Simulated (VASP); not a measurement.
Here is a VASP 6.6.1 calculation.

The input INCAR:

```
SYSTEM = TiB2
ALGO     = Normal         ! electronic algorithm
EDIFF    = 1E-6           ! SCF threshold, eV
ENCUT    = 520            ! plane-wave cutoff, eV
GGA      = PE             ! functional
ISIF     = 2              ! what is computed and relaxed
ISMEAR   = 0              ! smearing method
LASPH    = .True.         ! aspherical terms in the spheres
LCHARG   = .False.        ! write CHGCAR
LREAL    = .False.        ! projectors in reciprocal space
LWAVE    = .False.        ! write WAVECAR
NBANDS   = 16             ! bands
NELM     = 100            ! most SCF steps
PREC     = Accurate       ! precision mode
SIGMA    = 0.1            ! smearing width, eV
```

File KPOINTS:

```
k-points
0
Gamma
  18 18 14
  0 0 0
```

POSCAR

```
TiB2
1.0
    3.0319017173      0.0000000000      0.0000000000
   -1.5159508587      2.6257039090      0.0000000000
    0.0000000000      0.0000000000      3.2243878885
Ti B
1 2
Direct
    0.0000000000      0.0000000000      0.0000000000
    0.6666666667      0.3333333333      0.5000000000
    0.3333333333      0.6666666667      0.5000000000
```

Potentials or basis: VASP PAW PBE potentials, release 64 (Ti_sv, B).

The run is started by

```sh
$ cat potpaw_PBE.64/Ti_sv/POTCAR potpaw_PBE.64/B/POTCAR > POTCAR
$ mpirun -np 1 vasp_std > vasp.out
```

(1) What does it give for the pressure?

(2) Predict the band gap on the k mesh.

Answers

(1) 0.2 GPa.

(2) zero (bands 9 and 10 overlap by 0.60 eV).
